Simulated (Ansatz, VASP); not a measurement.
# LiCl in VASP and in Ansatz

Contents of INCAR:

```
SYSTEM = LiCl
ALGO     = Normal         ! electronic algorithm
EDIFF    = 1E-6           ! SCF threshold, eV
ENCUT    = 520            ! plane-wave cutoff, eV
ISIF     = 2              ! what is computed and relaxed
ISMEAR   = 0              ! smearing method
LASPH    = .True.         ! aspherical terms in the spheres
LCHARG   = .False.        ! write CHGCAR
LREAL    = .False.        ! projectors in reciprocal space
LWAVE    = .False.        ! write WAVECAR
NBANDS   = 12             ! bands
NELM     = 80             ! most SCF steps
PREC     = Accurate       ! precision mode
SIGMA    = 0.05           ! smearing width, eV
```

KPOINTS

```
k-points
0
Gamma
  8 8 8
  0 0 0
```

The input POSCAR:

```
LiCl
1.0
    0.0384714000      2.5647600000      2.5647600000
    2.6032314000      0.0000000000      2.6032314000
    2.5647600000      2.5647600000      0.0384714000
Li Cl
1 1
Direct
    0.0000000000      0.0000000000      0.0000000000
    0.5000000000      0.5000000000      0.5000000000
```

Input for Ansatz:

```yaml
crystal:
  lattice:
    - [0.0384714, 2.56476, 2.56476]
    - [2.6032314, 0.0, 2.6032314]
    - [2.56476, 2.56476, 0.0384714]
  atoms:
    - { symbol: Li, position: [0.0, 0.0, 0.0] }
    - { symbol: Cl, position: [0.5, 0.5, 0.5] }
basis:
  ecutwfc: 420
kpoints:
  mp_grid: { grid: [8, 8, 8] }
hamiltonian:
  xc: lda
scf:
  occupations: { method: gaussian, width: 0.05 }
output:
  forces: true
  stress: true
  eigenvalues: true
```

Change from the starting cell: strain +0.0300 x Voigt [0, 0, 0, 0, 1, 0], atoms carried along.

Alike in both runs: task single point; functional LDA; k mesh 8 × 8 × 8; occupations gaussian, width 0.05 eV; no spin polarisation.

|  | VASP | Ansatz |
| --- | --- | --- |
| version | VASP 6.6.1 | Ansatz 0.2.0 |
| potentials or method | VASP PAW LDA potentials, release 64 (Li_sv, Cl), cutoff 520 eV | scalar-relativistic, plane waves, PAW |
| valence electrons in the cell | 10 | 10 |

```tsv
	VASP	Ansatz	Ansatz less VASP
gap on the k mesh at the Fermi level (eV)	5.91	5.89	-0.018
least direct gap on the mesh (eV)	5.91	5.89	-0.018
```

LDA's correlation is that of Perdew and Zunger in VASP and of Perdew and Wang (1992) in Ansatz.

Noted on VASP's run: the cutoff is short for stress, so the pressure is rough.
